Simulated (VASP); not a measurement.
CoSi3Ir: single point with PBE

Crystal: CoSi3Ir.

```xyz
5
Lattice="3.2784 0.0000 0.0000 0.0000 3.2784 0.0000 0.0000 0.0000 9.0645" Properties=species:S:1:pos:R:3 pbc="T T T"
Co    0.0000    0.0000    0.0000
Si    0.0000    0.0000    6.8871
Si    0.0000    0.0000    2.1774
Si    0.0000    0.0000    4.5323
Ir    1.6392    1.6392    0.0000
```

```
Program                : VASP 6.6.1
Task                   : single point
Functional             : PBE
Potentials or basis    : VASP PAW PBE potentials, release 64 (Co, Si, Ir)
Cutoff                 : 520 eV
k mesh                 : 12 × 12 × 4
Occupations            : gaussian, width 0.1 eV
Spin                   : no spin polarisation
Dipole correction      : no
Further INCAR settings : ALGO = Normal; EDIFF = 1e-06; NBANDS = 23
```

```yaml
Pressure: -0.2 GPa
Band_gap_on_the_k_mesh: zero (band 15 reaches 7.98 eV, above the bottom of band 16 at 5.03 eV)
```

Stress tensor (GPa, compression positive):
```
-0.23  0.00  0.00
 0.00 -0.23  0.00
 0.00  0.00 -0.05
```

Levels at points of the mesh, in eV from the Fermi level:
```csv
k point,band 12,band 13,band 14,band 15,band 16,band 17,band 18,band 19,band 20,band 21
"(0.00, 0.00, 0.00)",0.02,0.02,1.03,1.97,1.97,2.79,3.83,3.83,4.39,4.39
"(0.50, 0.00, 0.00)",-1.92,-1.49,-1.31,-1.19,-0.42,0.15,0.22,2.57,3.23,4.38
"(0.50, 0.50, 0.00)",-1.17,-0.67,-0.67,-0.60,-0.33,-0.33,0.39,0.39,0.54,3.06
"(0.00, 0.00, 0.50)",0.02,0.34,1.03,2.21,2.36,2.36,2.72,2.72,2.79,5.46
"(0.50, 0.00, 0.50)",-1.92,-1.49,-1.42,-1.01,-0.63,0.14,0.77,3.03,3.30,3.50
"(0.50, 0.50, 0.50)",-2.09,-1.69,-1.17,-0.60,0.24,0.24,1.80,1.80,2.06,2.06
```

It took 110 s on 1 thread of AMD EPYC 9R45 96-Core Processor (Zen 5) (shared host), peak memory 0.3 GiB.

Caveat: spin-orbit coupling is left out, which moves the levels of the heavy elements. Spin polarisation is off, so any magnetic state and its effect on volume and gap are missing.
